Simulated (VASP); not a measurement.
**Ta: single point with LDA**

The system is Ta, a slab with vacuum.

```
CELL_PARAMETERS angstrom
4.60023 0.00000 0.00000
-2.30011 3.98391 0.00000
0.00000 0.00000 19.75610
ATOMIC_POSITIONS crystal
Ta 0.83333 0.16667 0.41695
Ta 0.16667 0.83333 0.45567
Ta 0.50000 0.50000 0.50000
Ta 0.83333 0.16667 0.54433
Ta 0.16667 0.83333 0.58305
```

* Program: VASP 6.6.1
* Task: single point
* Functional: LDA
* Potentials or basis: VASP PAW LDA potentials, release 64 (Ta_pv)
* Cutoff: 520 eV
* k mesh: 10 × 10 × 1
* Occupations: fermi-dirac, width 0.05 eV
* Spin: no spin polarisation

| Quantity | Value |
| --- | --- |
| Largest force | 0.081 eV/Å |
| Band gap on the k mesh | zero (an odd number of electrons rules out a gap without spin polarisation) |

Forces in eV/Å, atoms in the order of the input:
```
Ta   0.000  0.000 -0.081
Ta   0.000  0.000 -0.056
Ta   0.000  0.000  0.000
Ta   0.000  0.000  0.056
Ta   0.000  0.000  0.081
```

Levels at points of the mesh, in eV from the Fermi level:
| k point | band 23 | band 24 | band 25 | band 26 | band 27 | band 28 | band 29 | band 30 | band 31 | band 32 |
| --- | --- | --- | --- | --- | --- | --- | --- | --- | --- | --- |
| (0.00, 0.00, 0.00) | -1.10 | -1.08 | -1.08 | -0.77 | -0.51 | -0.51 | 0.27 | 0.27 | 0.71 | 2.34 |
| (0.50, 0.00, 0.00) | -1.33 | -1.01 | -0.99 | -0.93 | -0.92 | -0.68 | 0.38 | 0.68 | 1.21 | 1.75 |

Wall time 13 min on 1 thread of AMD EPYC 7R13, on a shared host, peak memory 0.38 GiB.

Caveat: spin-orbit coupling is left out, which moves the levels of the heavy elements.
